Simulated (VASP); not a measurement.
# PbS (Galena) (P1) in VASP: a series of runs

PbS (Galena) is run at these levels: PBE+D4; tasks: single point.

Program: VASP 6.6.1. These are calculated values, not measurements. Logs are shortened: lines on timing, memory, paths and dates and some standing lists are left out, and cuts for length are marked.

### 1 The cell of the first run

The typed cell holds 2 atoms: a = 4.245 Å, b = 4.150 Å, c = 4.102 Å, α = 60.85°, β = 61.49°, γ = 60.36°.

### 2 Single point, PBE+D4

INCAR reads:

```
PREC = Accurate ; ENCUT = 520
EDIFF = 1E-6 ; ISMEAR = 0
SIGMA = 0.01 ; LREAL = False
LASPH = True ; NELM = 100
ALGO = Normal ; ISIF = 2
LWAVE = False ; LCHARG = True
GGA = PE ; IVDW = 13
LELF = True ; LVHAR = True
NBANDS = 17
```

KPOINTS reads:

```
Automatic mesh
0
Gamma
  4 4 4
```

POSCAR reads:

```
PbS
1.0
   -0.0838600000      2.9674300000      3.0347600000
    2.8986900000     -0.0188600000      2.9697600000
    2.8989000000      2.9026400000     -0.0190700000
Pb S
1 1
Direct
    0.0156578045      0.9769716309      0.0030548122
    0.4897500000      0.4950700000      0.5116800000
```

Potentials or basis: VASP PAW PBE potentials, release 64 (Pb_d, S).

On the command line:

```bash
> cat potpaw_PBE.64/Pb_d/POTCAR potpaw_PBE.64/S/POTCAR > POTCAR
> mpirun -np 1 vasp_std > vasp.out
```

OUTCAR:

```text
PREC = Accurate
   ENCUT = 520
   EDIFF = 1E-6
   ISMEAR = 0
   LREAL = False
   LASPH = True
   NELM = 100
   ISIF = 2
   GGA = PE
   IVDW = 13

 ion  position               nearest neighbor table
   1  0.016  0.977  0.003-   2 2.86   2 2.89   2 2.99   2 3.00   2 3.02   2 3.04
   2  0.490  0.495  0.512-   1 2.86   1 2.89   1 2.99   1 3.00   1 3.02   1 3.04

  LATTYP: Found a triclinic cell.
 ALAT       =     4.2452846267
 B/A-ratio  =     0.9943051951
 C/A-ratio  =     0.9663317805
 COS(alpha) =     0.0011994967
 COS(beta)  =     0.4772949932
 COS(gamma) =     0.5194800611

  Lattice vectors:

 A1 = (   0.0838600000,  -2.9674300000,  -3.0347600000)
 A2 = (   2.9825500000,  -2.9862900000,  -0.0650000000)
 A3 = (  -2.8989000000,  -2.9026400000,   0.0190700000)

Analysis of symmetry for initial positions (statically):
=====================================================================
 Subroutine PRICEL returns:
 Original cell was already a primitive cell.

 Routine SETGRP: Setting up the symmetry group for a
 triclinic supercell.

 Subroutine GETGRP returns: Found  1 space group operations
 (whereof  1 operations were pure point group operations)
 out of a pool of  2 trial point group operations.

The static configuration has the point symmetry C_1 .

Analysis of symmetry for dynamics (positions and initial velocities):
=====================================================================
 Subroutine PRICEL returns:
 Original cell was already a primitive cell.

 Routine SETGRP: Setting up the symmetry group for a
 triclinic supercell.

 Subroutine GETGRP returns: Found  1 space group operations
 (whereof  1 operations were pure point group operations)
 out of a pool of  2 trial point group operations.

The dynamic configuration has the point symmetry C_1 .

 Subroutine INISYM returns: Found  1 space group operations
 (whereof  1 operations are pure point group operations),
 and found     1 'primitive' translations

----------------------------------------------------------------------------------------

                                     Primitive cell

  volume of cell :      52.1336

  direct lattice vectors                    reciprocal lattice vectors
    -0.083860000  2.967430000  3.034760000    -0.165340446  0.166194613  0.162439095
     2.898690000 -0.018860000  2.969760000     0.170051810 -0.168717965  0.169673811
     2.898900000  2.902640000 -0.019070000     0.170135937  0.173513456 -0.164962447

  length of vectors
     4.245284627  4.149967936  4.102353452     0.285209699  0.293551651  0.293710343
[... 81 lines left out ...]
   EDIFF  = 0.1E-05   stopping-criterion for ELM
   LREAL  =      F    real-space projection
   EDIFFG = 0.1E-04   stopping-criterion for IOM
   NSW    =      0    number of steps for IOM
   IBRION =     -1    ionic relax: 0-MD 1-quasi-New 2-CG
   NFREE  =      0    steps in history (QN), initial steepest desc. (CG)
   ISIF   =      2    stress and relaxation
   ISYM   =      2    0-nonsym 1-usesym 2-fastsym
   POTIM  = 0.5000    time-step for ionic-motion
   TEBEG  =    0.0;   TEEND  =   0.0 temperature during run
   PSTRESS=    0.0 pullay stress
   NELECT =      20.0000    total number of electrons
   NUPDOWN=      -1.0000    fix difference up-down
   EMIN   =  10.00;   EMAX   =-10.00  energy-range for DOS
   EFERMI =   0.00;   METHOD = LEGACY
   ISMEAR =     0;   SIGMA  =   0.01  broadening in eV -4-tet -1-fermi 0-gaus
   EFERMI_NEDOS =   21; number of points for ismear=-14 and -15
   IALGO  =     38    algorithm
   IMIX   =      4    mixing-type and parameters
     AMIX     =   0.40;   BMIX     =  1.00
     AMIX_MAG =   1.60;   BMIX_MAG =  1.00
  volume/ion in A,a.u.               =      26.07       175.91
  Fermi-wavevector in a.u.,A,eV,Ry     =   1.189540  2.247905 19.252318  1.415005
  Thomas-Fermi vector in A             =   2.325645
   LORBIT       =      0    0 simple, 1 ext, 2 COOP (PROOUT), +10 PAW based schemes
   GGA     = PE    functional components
   LHFCALC =     F    Hartree Fock is set to
   AEXX    =    0.0000 exact exchange contribution
   IVDW    =    13    specifies the selected vdW correction
   LEPSILON=     F    determine dielectric tensor
   LRPA    =     F    only Hartree local field effects (RPA)
 non-spin polarized calculation
 Gauss-broadening in eV      SIGMA  =   0.01
  energy-cutoff  :      520.00
  volume of cell :       52.13
 maximum number of plane-waves:      1424
   NGX = 15   NGY = 15   NGZ = 15

 number of electron      20.0000001 magnetization

 Free energy of the ion-electron system (eV)
  ---------------------------------------------------
  ext. energy  EPLUGINS =         0.00000000
  ---------------------------------------------------
  free energy    TOTEN  =        -8.72852207 eV

  energy without entropy =       -8.72852207  energy(sigma->0) =       -8.72852207

 E-fermi :   5.9524     XC(G=0):  -9.6878

 val. band max:        5.8893362071   @ k =   0.5000   0.0000   0.0000
 cond. band min:       6.0924960004   @ k =   0.5000   0.5000   0.5000
 fundamental gap:      0.2031597933
 Fermi energy:         5.9524093232

 k-point     1 :       0.0000    0.0000    0.0000
  band No.  band energies     occupation
      1     -10.9995      2.00000
      2     -10.9967      2.00000
      3     -10.9906      2.00000
      4     -10.9778      2.00000
      5     -10.9674      2.00000
      6      -7.7904      2.00000
[... 457 lines left out ...]
      4     -10.9575      2.00000
      5     -10.9324      2.00000
      6      -6.3286      2.00000
[... 9 lines left out ...]
     16      16.5019      0.00000
     17      17.3271      0.00000

 [... further k-points ...]

------------------------ aborting loop because EDIFF is reached ----------------------------------------

  DFT-D4 for vdW energy calculation

  Edisp (eV):   -0.75772

  FORCE on cell =-STRESS in cart. coord.  units (eV):
  Direction    XX          YY          ZZ          XY          YZ          ZX
  --------------------------------------------------------------------------------------
  -------------------------------------------------------------------------------------
  Total       0.52574     0.39585    -0.60218     0.18600    -0.10830     0.18473
  in kB      16.15723    12.16524   -18.50621     5.71629    -3.32833     5.67720
  external pressure =        3.27 kB  Pullay stress =        0.00 kB

 VOLUME and BASIS-vectors are now :
 -----------------------------------------------------------------------------
  energy-cutoff  :      520.00
  volume of cell :       52.13
      direct lattice vectors                 reciprocal lattice vectors
    -0.083860000  2.967430000  3.034760000    -0.165340446  0.166194613  0.162439095
     2.898690000 -0.018860000  2.969760000     0.170051810 -0.168717965  0.169673811
     2.898900000  2.902640000 -0.019070000     0.170135937  0.173513456 -0.164962447

 POSITION                                       TOTAL-FORCE (eV/Angst)
 -----------------------------------------------------------------------------------
      2.83948      0.03690      2.94883        -0.010761      0.007215      0.019658
      2.87729      2.92918      2.94676         0.010761     -0.007215     -0.019658
 -----------------------------------------------------------------------------------
    total drift:                               -0.000275      0.000080     -0.000124

  FREE ENERGIE OF THE ION-ELECTRON SYSTEM (eV)
  ---------------------------------------------------
  free  energy   TOTEN  =        -9.4862422883 eV

  energy  without entropy=       -9.4862422883  energy(sigma->0) =       -9.48624229
```

OSZICAR:

```text
N       E                     dE             d eps       ncg     rms          rms(c)
DAV:   1     0.158387119696E+03    0.15839E+03   -0.96256E+03  1232   0.124E+03
DAV:   2     0.281613948080E+01   -0.15557E+03   -0.14973E+03  1289   0.318E+02
DAV:   3    -0.890437013682E+01   -0.11721E+02   -0.11633E+02  1574   0.915E+01
DAV:   4    -0.919892851598E+01   -0.29456E+00   -0.29422E+00  1638   0.158E+01
DAV:   5    -0.921000659726E+01   -0.11078E-01   -0.11077E-01  1780   0.299E+00    0.465E+00
DAV:   6    -0.872521100558E+01    0.48480E+00   -0.14461E+00  1979   0.801E+00    0.337E+00
DAV:   7    -0.872558533174E+01   -0.37433E-03   -0.13610E-01  1525   0.186E+00    0.190E+00
DAV:   8    -0.872867137446E+01   -0.30860E-02   -0.15572E-02  1528   0.130E+00    0.210E-01
DAV:   9    -0.872834139641E+01    0.32998E-03   -0.31651E-03  1965   0.451E-01    0.915E-02
DAV:  10    -0.872850300551E+01   -0.16161E-03   -0.34620E-04  1338   0.105E-01    0.390E-02
DAV:  11    -0.872852173624E+01   -0.18731E-04   -0.47135E-05  1711   0.664E-02    0.165E-02
DAV:  12    -0.872852207204E+01   -0.33580E-06   -0.26296E-06  1617   0.150E-02
   1 F= -.94862423E+01 E0= -.94862423E+01  d E =-.465655E-21
```

It took 16 s on 1 thread of Intel Xeon 6975P-C, shared host; peak memory 0.19 GiB.

Results:

| Property | Result |
| --- | --- |
| Free energy | -9.4862 eV |
| Pressure | 0.3 GPa |
| Largest force | 0.024 eV/Å |
| Band gap on the k mesh | 0.20 eV, indirect (least direct gap 0.35 eV) |
| Dispersion energy per atom | -0.379 eV |

Forces on the atoms (eV/Å):
```
Pb  -0.011  0.007  0.020
S    0.011 -0.007 -0.020
```

Caveat: the k points lie up to 0.46 Å⁻¹ apart; spin-orbit coupling is left out, which moves the levels of the heavy elements. A k mesh can miss the band edges.

### 3 Single point, PBE+D4

INCAR reads:

```
ALGO = Normal ; EDIFF = 1E-7
ENCUT = 520 ; GGA = PE
ISIF = 2 ; ISMEAR = 0
IVDW = 13 ; LASPH = T
LCHARG = F ; LREAL = F
LWAVE = F ; NBANDS = 17
NELM = 80 ; PREC = Accurate
SIGMA = 0.01
```

KPOINTS reads:

```
k-points
0
Gamma
  4 4 4
```

Changes to POSCAR since step 2:

```diff
@@ -8,3 +8,3 @@
 Direct
-    0.0156578045      0.9769716309      0.0030548122
+    0.0197187819      0.9812134762     -0.0010692489
     0.4897500000      0.4950700000      0.5116800000
```

Potentials or basis: VASP PAW PBE potentials, release 64 (Pb_d, S).

On the command line:

```bash
> cat potpaw_PBE.64/Pb_d/POTCAR potpaw_PBE.64/S/POTCAR > POTCAR
> mpirun -np 1 vasp_std > vasp.out
```

Run time: 18 s. Hardware: 1 thread of Intel Xeon 6975P-C, shared host; peak memory 0.19 GiB.

It converged, with:

```yaml
Free_energy: -9.4870 eV
Pressure: 0.3 GPa
Largest_force: 0.038 eV/Å
Band_gap_on_the_k_mesh: 0.24 eV, indirect (least direct gap 0.36 eV)
Dispersion_energy_per_atom: -0.379 eV
```

Forces on the atoms (eV/Å):
```
Pb  -0.006  0.006  0.037
S    0.006 -0.006 -0.037
```

Stress tensor (GPa, compression positive):
```
 1.60  0.57  0.56
 0.57  1.21 -0.33
 0.56 -0.33 -1.78
```

Levels at points of the mesh, in eV from the valence-band top:
| k point | band 8 | band 9 | band 10 | band 11 | band 12 | band 13 |
| --- | --- | --- | --- | --- | --- | --- |
| (0.00, 0.00, 0.00) | -2.41 | -2.18 | -2.05 | 4.78 | 5.23 | 5.36 |
| (0.50, 0.00, 0.00) | -1.78 | -1.72 | 0.00 | 0.62 | 2.07 | 2.25 |
| (0.00, 0.50, 0.00) | -1.95 | -1.80 | -0.07 | 0.29 | 1.82 | 2.10 |
| (0.50, 0.50, 0.00) | -5.19 | -3.56 | -3.32 | 3.81 | 5.29 | 5.76 |
| (0.00, 0.00, 0.50) | -1.90 | -1.84 | -0.10 | 0.32 | 1.86 | 2.01 |
| (0.50, 0.00, 0.50) | -5.23 | -3.66 | -3.32 | 3.72 | 5.40 | 5.56 |
| (0.00, 0.50, 0.50) | -5.21 | -3.62 | -3.37 | 3.75 | 5.30 | 5.61 |
| (0.50, 0.50, 0.50) | -1.94 | -1.87 | -0.12 | 0.24 | 1.80 | 1.93 |

Caveat: the k points lie up to 0.46 Å⁻¹ apart; spin-orbit coupling is left out, which moves the levels of the heavy elements.

### 4 Single point, PBE+D4

INCAR reads:

```
SYSTEM = PbS
ALGO     = Normal         ! electronic algorithm
EDIFF    = 1E-6           ! SCF threshold, eV
ENCUT    = 520            ! plane-wave cutoff, eV
GGA      = PE             ! functional
ISIF     = 2              ! what is computed and relaxed
ISMEAR   = 0              ! smearing method
IVDW     = 13             ! dispersion correction
LASPH    = .TRUE.         ! aspherical terms in the spheres
LCHARG   = .TRUE.         ! write CHGCAR
LELF     = .TRUE.         ! ELF
LREAL    = .FALSE.        ! projectors in reciprocal space
LVHAR    = .TRUE.       
LWAVE    = .FALSE.        ! write WAVECAR
NBANDS   = 17             ! bands
NELM     = 100            ! most SCF steps
PREC     = Accurate       ! precision mode
SIGMA    = 0.01           ! smearing width, eV
```

KPOINTS reads:

```
k-points
0
G
  4 4 4
  0 0 0
```

Changes to POSCAR since step 3:

```diff
@@ -8,3 +8,3 @@
 Direct
-    0.0197187819      0.9812134762     -0.0010692489
+    0.0132212181      0.9744265238      0.0055292489
     0.4897500000      0.4950700000      0.5116800000
```

On the command line:

```bash
> cat potpaw_PBE.64/Pb_d/POTCAR potpaw_PBE.64/S/POTCAR > POTCAR
> mpirun -np 1 vasp_std > vasp.out
```

It took 18 s on 1 thread of Intel Xeon 6975P-C, shared host; peak memory 0.19 GiB.

The run converged. Its results:

| Quantity | Value |
| --- | --- |
| Free energy | -9.4860 eV |
| Pressure | 0.3 GPa |
| Largest force | 0.016 eV/Å |
| Band gap on the k mesh | 0.19 eV, indirect (least direct gap 0.35 eV) |
| Dispersion energy per atom | -0.379 eV |

Forces in eV/Å, atoms in the order of the input:
```
Pb  -0.012  0.007  0.008
S    0.012 -0.007 -0.008
```

Stress tensor (GPa, compression positive):
```
 1.62  0.57  0.57
 0.57  1.21 -0.34
 0.57 -0.34 -1.87
```

Levels at points of the mesh, in eV from the valence-band top:
| k point | band 8 | band 9 | band 10 | band 11 | band 12 | band 13 |
| --- | --- | --- | --- | --- | --- | --- |
| (0.00, 0.00, 0.00) | -2.46 | -2.22 | -2.09 | 4.74 | 5.22 | 5.33 |
| (0.50, 0.00, 0.00) | -1.82 | -1.77 | 0.00 | 0.54 | 2.02 | 2.21 |
| (0.00, 0.50, 0.00) | -1.98 | -1.83 | -0.16 | 0.27 | 1.76 | 2.04 |
| (0.50, 0.50, 0.00) | -5.25 | -3.61 | -3.36 | 3.77 | 5.24 | 5.71 |
| (0.00, 0.00, 0.50) | -1.94 | -1.87 | -0.12 | 0.25 | 1.82 | 1.96 |
| (0.50, 0.00, 0.50) | -5.28 | -3.71 | -3.35 | 3.70 | 5.34 | 5.53 |
| (0.00, 0.50, 0.50) | -5.25 | -3.67 | -3.40 | 3.72 | 5.25 | 5.57 |
| (0.50, 0.50, 0.50) | -1.98 | -1.90 | -0.16 | 0.19 | 1.75 | 1.88 |

Caveat: the k points lie up to 0.46 Å⁻¹ apart; spin-orbit coupling is left out, which moves the levels of the heavy elements. A k mesh can miss the band edges.

### 5 Single point, PBE+D4

This run uses another cell than the first one, of 25.94 Å³/atom, 0.995 times its volume.

INCAR reads:

```
ALGO = Normal
EDIFF = 1E-6
ENCUT = 520
GGA = PE
ISIF = 2
ISMEAR = 0
IVDW = 13
LASPH = T
LCHARG = T
LELF = T
LREAL = F
LVHAR = T
LWAVE = F
NBANDS = 17
NELM = 100
PREC = Accurate
SIGMA = 0.01
```

KPOINTS reads:

```
k-points
0
Gamma
  4 4 4
```

POSCAR reads:

```
PbS
1.0
   -0.0837199997      2.9624760175      3.0296936133
    2.8938507756     -0.0188285141      2.9648021277
    2.8940604251      2.8977941813     -0.0190381635
Pb S
1 1
Direct
    0.0164700000      0.9778200000      0.0022300000
    0.4897500000      0.4950700000      0.5116800000
```

On the command line:

```bash
> cat potpaw_PBE.64/Pb_d/POTCAR potpaw_PBE.64/S/POTCAR > POTCAR
> mpirun -np 1 vasp_std > vasp.out
```

It took 19 s on 1 thread of Intel Xeon 6975P-C, shared host; peak memory 0.19 GiB.

The run converged. Its results:

* Free energy: -9.4855 eV
* Pressure: 0.6 GPa
* Largest force: 0.024 eV/Å
* Band gap on the k mesh: 0.19 eV, indirect (least direct gap 0.33 eV)
* Dispersion energy per atom: -0.381 eV

Forces on the atoms (eV/Å):
```
Pb  -0.008  0.005  0.022
S    0.008 -0.005 -0.022
```

Stress tensor (GPa, compression positive):
```
 1.93  0.57  0.57
 0.57  1.52 -0.33
 0.57 -0.33 -1.60
```

Levels at points of the mesh, in eV from the valence-band top:
| k point | band 8 | band 9 | band 10 | band 11 | band 12 | band 13 |
| --- | --- | --- | --- | --- | --- | --- |
| (0.00, 0.00, 0.00) | -2.47 | -2.23 | -2.10 | 4.76 | 5.24 | 5.36 |
| (0.50, 0.00, 0.00) | -1.83 | -1.77 | 0.00 | 0.56 | 2.03 | 2.21 |
| (0.00, 0.50, 0.00) | -1.99 | -1.84 | -0.11 | 0.27 | 1.77 | 2.05 |
| (0.50, 0.50, 0.00) | -5.27 | -3.62 | -3.38 | 3.77 | 5.28 | 5.75 |
| (0.00, 0.00, 0.50) | -1.95 | -1.88 | -0.11 | 0.27 | 1.82 | 1.97 |
| (0.50, 0.00, 0.50) | -5.30 | -3.72 | -3.37 | 3.69 | 5.38 | 5.55 |
| (0.00, 0.50, 0.50) | -5.28 | -3.69 | -3.42 | 3.71 | 5.28 | 5.61 |
| (0.50, 0.50, 0.50) | -1.98 | -1.91 | -0.14 | 0.19 | 1.76 | 1.89 |

Caveat: the k points lie up to 0.46 Å⁻¹ apart; spin-orbit coupling is left out, which moves the levels of the heavy elements. A k mesh can miss the band edges.

(Continued in part 2 of 2.)
